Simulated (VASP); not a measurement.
Crystal: PbO.

```
CELL_PARAMETERS angstrom
3.17937 0.00000 0.00000
0.00000 3.17937 0.00000
0.00000 0.00000 3.17937
ATOMIC_POSITIONS crystal
Pb 0.00000 0.00000 0.00000
O 0.50000 0.50000 0.50000
```

Base run:

```yaml
Program: VASP 6.6.1
Functional: PBEsol
Potentials_or_basis: VASP PAW PBE potentials, release 64 (Pb_d, O)
Cutoff: 600 eV
k_mesh: 6 × 6 × 6
Occupations: methfessel-paxton, width 0.5 eV
Spin: no spin polarisation
```

Its results: band gap on the k mesh 0.65 eV, indirect (least direct gap 0.83 eV); pressure -2.2 GPa.

After a change of settings the same cell gave: band gap on the k mesh 0.45 eV, direct; pressure 0.1 GPa. Which change was it?
A. functional from PBEsol to r2SCAN; cutoff from 600 eV to 660 eV; occupations from methfessel-paxton, width 0.5 eV to gaussian, width 0.01 eV
B. functional from PBEsol to HSE06; cutoff from 600 eV to 520 eV; k mesh from 6 × 6 × 6 to 4 × 4 × 4
C. occupations from methfessel-paxton, width 0.5 eV to fermi-dirac, width 0.001 eV
D. k mesh from 6 × 6 × 6 to 3 × 3 × 3; occupations from methfessel-paxton, width 0.5 eV to gaussian, width 0.01 eV

A.

Caveats: the PAW data sets were made with another functional, which shifts forces and pressure a little; spin-orbit coupling is left out, which moves the levels of the heavy elements.
